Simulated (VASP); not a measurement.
Here is a VASP 6.6.1 calculation.

File POSCAR:

```
C
1.0
    4.2576061766      0.0000000000      0.0000000000
    0.0000000000      4.2576061766      0.0000000000
    0.0000000000      0.0000000000      1.2686606915
C
1
Direct
    0.5000000000      0.5000000000      0.5000000000
```

File INCAR.step1:

```
SYSTEM = C
  PREC = Accurate
  ENCUT = 520
  EDIFF = 1E-5
  ISMEAR = -1
  SIGMA = 0.05
  LREAL = .FALSE.
  LASPH = .TRUE.
  NELM = 100
  ALGO = Normal
  ISIF = 2
  LWAVE = .TRUE.
  LCHARG = .FALSE.
  GGA = PE
  NBANDS = 8
```

Contents of INCAR.step2:

```
SYSTEM = C
  PREC = Accurate
  ENCUT = 520
  EDIFF = 1E-6
  ISMEAR = -1
  SIGMA = 0.05
  LREAL = .FALSE.
  LASPH = .TRUE.
  NELM = 100
  ALGO = Normal
  ISIF = 2
  LWAVE = .FALSE.
  LCHARG = .FALSE.
  GGA = PS
  LHFCALC = .TRUE.
  AEXX = 0.25
  PRECFOCK = Normal
  ISTART = 1
  NBANDS = 8
```

File KPOINTS:

```
regular mesh
0
G
  3 3 10
  0 0 0
```

Potentials or basis: VASP PAW PBE potentials, release 64 (C).

Run with:

```sh
$ cat potpaw_PBE.64/C/POTCAR > POTCAR
$ cp INCAR.step1 INCAR
$ mpirun -np 1 vasp_std > vasp.out
$ cp INCAR.step2 INCAR
$ mpirun -np 1 vasp_std > vasp.out
```

Problem. What does it give for the pressure?

Solution. 0.0 GPa.

Problem. Predict the band gap on the k mesh.

Solution. Zero (band 2 reaches 8.88 eV, above the bottom of band 3 at -8.88 eV).

Stress tensor (GPa, compression positive):
```
-0.08  0.00  0.00
 0.00 -0.08  0.00
 0.00  0.00  0.09
```

Caveat: the k points lie up to 0.50 Å⁻¹ apart; the PAW data sets were made with another functional, which shifts forces and pressure a little.
